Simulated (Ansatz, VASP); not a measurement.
# Two plane-wave programs on BaTiO3

File POSCAR:

```
BaTiO3
1.0
   -4.0033900900     -4.0033900900      0.0000000000
   -4.0033900900      4.0033900900      0.0000000000
    0.0000000000      0.0000000000     -4.0033900900
Ba Ti O
2 2 6
Direct
    0.0000000000      0.5000000000      0.5000000000
    0.5000000000      0.0000000000      0.5000000000
    0.0000000000      0.0000000000      0.0000000000
    0.5000000000      0.5000000000      0.0000000000
    0.7500000000      0.7500000000      0.0000000000
    0.2500000000      0.2500000000      0.0000000000
    0.7500000000      0.2500000000      0.0000000000
    0.2500000000      0.7500000000      0.0000000000
    0.0000000000      0.0000000000      0.5000000000
    0.5000000000      0.5000000000      0.5000000000
```

File INCAR.step1:

```
ALGO = Normal
EDIFF = 1E-4
ENCUT = 520
GGA = PE
ISMEAR = -1
LASPH = T
LCHARG = F
LDAU = T
LDAUJ = 0 0 0
LDAUL = -1 2 -1
LDAUTYPE = 2
LDAUU = 0 3.26 0
LMAXMIX = 4
LREAL = F
LWAVE = T
NBANDS = 51
NELM = 150
PREC = Accurate
SIGMA = 0.1
```

INCAR.step2

```
ALGO = Normal
EDIFF = 1E-6
ENCUT = 520
ISIF = 2
ISMEAR = -1
ISTART = 1
LASPH = T
LCHARG = T
LDAU = T
LDAUJ = 0 0 0
LDAUL = -1 2 -1
LDAUPRINT = 1
LDAUTYPE = 2
LDAUU = 0 3.26 0
LELF = T
LMAXMIX = 4
LMIXTAU = T
LREAL = F
LVHAR = T
LWAVE = F
METAGGA = R2SCAN
NBANDS = 51
NELM = 150
PREC = Accurate
SIGMA = 0.1
```

KPOINTS

```
k-points
0
Gamma
  5 5 6
```

Input for Ansatz:

```yaml
crystal:
  lattice:
    - [4.00339009, 4.00339009, 0.0]
    - [4.00339009, -4.00339009, 0.0]
    - [0.0, 0.0, 4.00339009]
  atoms:
    - { symbol: Ba, position: [0.0, 0.5, 0.5] }
    - { symbol: Ba, position: [0.5, 0.0, 0.5] }
    - { symbol: Ti, position: [0.0, 0.0, 0.0] }
    - { symbol: Ti, position: [0.5, 0.5, 0.0] }
    - { symbol: O, position: [0.25, 0.25, 0.0] }
    - { symbol: O, position: [0.75, 0.75, 0.0] }
    - { symbol: O, position: [0.25, 0.75, 0.0] }
    - { symbol: O, position: [0.75, 0.25, 0.0] }
    - { symbol: O, position: [0.0, 0.0, 0.5] }
    - { symbol: O, position: [0.5, 0.5, 0.5] }
  symmetry: { tolerance: 0.0003 }
kpoints:
  mp_grid: { grid: [5, 5, 6], shift: [0, 0, 0] }
  band_path:
    path:
      - [0.0, 0.0, 0.0]
      - [0.5, -0.5, 0.0]
      - [1.0, 0.0, 0.0]
      - [0.0, 0.0, 0.0]
      - [1.0, 0.0, 0.5]
      - [0.5, -0.5, 0.0]
      - [1.0, 0.0, 0.5]
      - [1.0, 0.0, 0.0]
    npoints: 8
magnetization:
  spin_polarized: false
scf:
  occupations: { method: fermi_dirac }
  lower_state_search: "off"
  max_iter: 200
hamiltonian:
  pseudopotentials: { kind: paw }
  xc: r2scan
  hubbard:
    projectors: all-electron-ortho-atomic
    sites: [{ species: Ti, l: d, u_eff: 3.26 }]
basis:
  ecutwfc: 500
  fft_grid_basis: typed
output:
  forces: true
  stress: true
  eigenvalues: true
  bader: true
  populations: true
  elf: true
  write_potential: true
  volumetric_format: npy
  dos:
    e_range: [-12, 8]
    de: 0.05
    projected: { site_lists: { Ba: [Ba], O: [O], Ti: [Ti] } }
checkpoint:
  read: saved_state
```

Alike in both runs: task single point; functional r2SCAN; k mesh 5 × 5 × 6; no spin polarisation; Hubbard terms Ti d U = 3.26 eV.

|  | VASP | Ansatz |
| --- | --- | --- |
| version | VASP 6.6.1 | Ansatz 0.2.0 |
| potentials or method | VASP PAW PBE potentials, release 64 (Ba_sv, Ti_sv, O), cutoff 520 eV | PAW plane waves |
| occupations | fermi-dirac, width 0.1 eV | fermi-dirac |
| valence electrons in the cell | 80 | 80 |

```csv
,VASP,Ansatz,Ansatz less VASP
pressure (GPa),3.3,-0.2,-3.53
```

VASP's potentials were made for PBE, not for r2SCAN. The programs project onto different local orbitals, so the same U acts differently, and such runs can settle in different states.

Spin-orbit coupling is off throughout.
